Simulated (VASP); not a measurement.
Ni, 2 atoms in the cell. Symmetry: Fm-3m, No. 225, cubic system. The conventional cell has a = 3.563 Å, b = 3.563 Å, c = 3.563 Å, α = 90.00°, β = 90.00°, γ = 90.00°. Within 3.3 Å of Ni (site symmetry m-3m) lie 12 Ni at 2.52 Å. 

| Quantity | Value |
| --- | --- |
| Program | VASP 6.6.1 |
| Task | single point |
| Functional | PBE |
| Potentials or basis | VASP PAW PBE potentials, release 64 (Ni) |
| Cutoff | 520 eV |
| k mesh | 13 × 13 × 7 |
| Occupations | fermi-dirac, width 0.1 eV |
| Spin | collinear spin, ferromagnetic start |
| Starting moments | [2.0, 2.0] μB |
| Dipole correction | no |
| Further INCAR settings | ALGO = Normal; EDIFF = 1e-06; NBANDS = 21; ISYM = 0 |

Potentials or basis: VASP PAW PBE potentials, release 64 (Ni).

Run with:

```console
$ cat potpaw_PBE.64/Ni/POTCAR > POTCAR
$ mpirun -np 1 vasp_std > vasp.out
```

Hardware: 1 thread of Intel(R) Xeon(R) 6975P-C (Granite Rapids) (shared host).

**Question.** How long does it take, and how much memory?

**Answer.** It took 4.2 min on 1 thread of Intel(R) Xeon(R) 6975P-C (Granite Rapids), with other jobs on the host, peak memory 0.46 GiB. Counts: scf iterations 14, k points 592.
